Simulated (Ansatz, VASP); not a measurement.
# WSe2: VASP beside Ansatz

```
Se W
1.0
     3.28549    0.00000    0.00000
    -1.64275    2.84532    0.00000
     0.00000    0.00000   24.23865
Se W
4 2
Direct
  0.33333 0.66667 0.18565
  0.33333 0.66667 0.32466
  0.77778 0.22222 0.47360
  0.77778 0.22222 0.61260
  0.66667 0.33333 0.25516
  0.44444 0.55556 0.54310
```

Alike in both runs: task single point; functional PBE; dispersion D3(BJ); k mesh 9 × 9 × 1; occupations gaussian, width 0.05 eV; no spin polarisation.

|  | VASP | Ansatz |
| --- | --- | --- |
| version | VASP 6.6.1 | Ansatz 0.2.0 |
| potentials or method | VASP PAW PBE potentials, release 64 (Se, W_sv), cutoff 520 eV | scalar-relativistic, plane waves, PAW |
| valence electrons in the cell | 52 | 92 |

Ansatz gave:

* gap on the k mesh at the Fermi level (eV): 1.54
* least direct gap on the mesh (eV): 1.65
* rms of the force components (eV/Å): 0.030

**Question.** Which values does VASP return?

**Answer.** gap on the k mesh at the Fermi level (eV): 1.54; least direct gap on the mesh (eV): 1.65; rms of the force components (eV/Å): 0.047.

VASP's potentials hold 52 valence electrons a cell and Ansatz's 92, so a difference there can come from the potentials and not from the codes.

Spin-orbit coupling is off throughout.
